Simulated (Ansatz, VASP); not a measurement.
NbN: VASP beside Ansatz

The input INCAR:

```
SYSTEM = NbN
PREC = Accurate
ENCUT = 600
EDIFF = 1E-6
ISMEAR = -1
SIGMA = 0.08
LREAL = .FALSE.
LASPH = .TRUE.
NELM = 120
ALGO = Normal
ISIF = 2
LWAVE = .FALSE.
LCHARG = .FALSE.
GGA = PE
NBANDS = 16
GGA_COMPAT = .FALSE.
```

Contents of KPOINTS:

```
regular mesh
0
G
  13 13 13
  0 0 0
```

The input POSCAR:

```
NbN
1.0
    0.0000000000      2.2233783117      2.2233783117
    2.2233783117      0.0000000000      2.2233783117
    2.2233783117      2.2233783117      0.0000000000
Nb N
1 1
Direct
    0.5000000000      0.5000000000      0.5000000000
    0.0000000000      0.0000000000      0.0000000000
```

Input for Ansatz:

```yaml
crystal:
  lattice:
    - [0.0, 2.2233783117, 2.2233783117]
    - [2.2233783117, 0.0, 2.2233783117]
    - [2.2233783117, 2.2233783117, 0.0]
  atoms:
    - { symbol: Nb, position: [0.5, 0.5, 0.5] }
    - { symbol: "N", position: [0.0, 0.0, 0.0] }
kpoints:
  mp_grid: { grid: [13, 13, 13] }
  band_path:
    path:
      - [0.0, 0.0, 0.0]
      - [0.5, 0.0, 0.5]
      - [0.625, 0.25, 0.625]
      - [0.375, 0.375, 0.75]
      - [0.0, 0.0, 0.0]
      - [0.5, 0.5, 0.5]
      - [0.5, 0.25, 0.75]
      - [0.5, 0.0, 0.5]
    npoints: 5
scf:
  occupations: { method: fermi_dirac, width: 0.08 }
hamiltonian:
  xc: pbe
  pseudopotentials: { kind: all_electron, lapw: { basis_error: 0.00025 } }
output:
  forces: true
  stress: true
  eigenvalues: true
```

Change from the starting cell: volume scaled by 1.04.

Alike in both runs: task single point; functional PBE; k mesh 13 × 13 × 13; occupations fermi-dirac, width 0.08 eV; no spin polarisation.

|  | VASP | Ansatz |
| --- | --- | --- |
| version | VASP 6.6.1 | Ansatz 0.2.0 |
| potentials or method | VASP PAW PBE potentials, release 64 (Nb_sv, N), cutoff 600 eV | all-electron LAPW, scalar-relativistic |

```csv
,VASP,Ansatz,Ansatz less VASP
pressure (GPa),-5.7,-5.1,+0.60
```

Ansatz ran all-electron here, and VASP with PAW potentials.
